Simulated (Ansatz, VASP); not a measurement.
## One calculation of CaSe, two programs

File INCAR:

```
PREC = Accurate ; ENCUT = 520
EDIFF = 1E-6 ; ISMEAR = -1
SIGMA = 0.05 ; LREAL = False
LASPH = True ; NELM = 60
ALGO = Normal ; ISIF = 2
LWAVE = False ; LCHARG = False
NBANDS = 15
```

The input KPOINTS:

```
Automatic mesh
0
Gamma
  8 8 8
```

POSCAR

```
CaSe
1.0
    0.0000000000      2.8956565374      2.8956565374
    2.8956565374      0.0000000000      2.8956565374
    2.8956565374      2.8956565374      0.0000000000
Se Ca
1 1
Direct
    0.5000000000      0.5000000000      0.5000000000
    0.0000000000      0.0000000000      0.0000000000
```

File input.yaml:

```yaml
crystal:
  lattice:
    - [0.0, 2.8956565374, 2.8956565374]
    - [2.8956565374, 0.0, 2.8956565374]
    - [2.8956565374, 2.8956565374, 0.0]
  atoms:
    - { symbol: Se, position: [0.5, 0.5, 0.5] }
    - { symbol: Ca, position: [0.0, 0.0, 0.0] }
kpoints:
  mp_grid: { grid: [8, 8, 8] }
scf:
  occupations: { method: fermi_dirac, width: 0.05 }
hamiltonian:
  xc: lda
  pseudopotentials: { kind: all_electron, lapw: { basis_error: 0.001 } }
output:
  forces: true
  stress: true
  eigenvalues: true
```

Change from the starting cell: volume scaled by 0.94.

Alike in both runs: task single point; functional LDA; k mesh 8 × 8 × 8; occupations fermi-dirac, width 0.05 eV; no spin polarisation.

|  | VASP | Ansatz |
| --- | --- | --- |
| version | VASP 6.6.1 | Ansatz 0.2.0 |
| potentials or method | VASP PAW LDA potentials, release 64 (Se, Ca_sv), cutoff 520 eV | all-electron LAPW, scalar-relativistic |

|  | VASP | Ansatz | Ansatz less VASP |
| --- | --- | --- | --- |
| gap on the k mesh at the Fermi level (eV) | 1.70 | 1.71 | +0.018 |
| least direct gap on the mesh (eV) | 2.70 | 2.71 | +0.016 |
| pressure (GPa) | 0.3 | 0.0 | -0.29 |

LDA's correlation is that of Perdew and Zunger in VASP and of Perdew and Wang (1992) in Ansatz. Ansatz ran all-electron here, and VASP with PAW potentials.
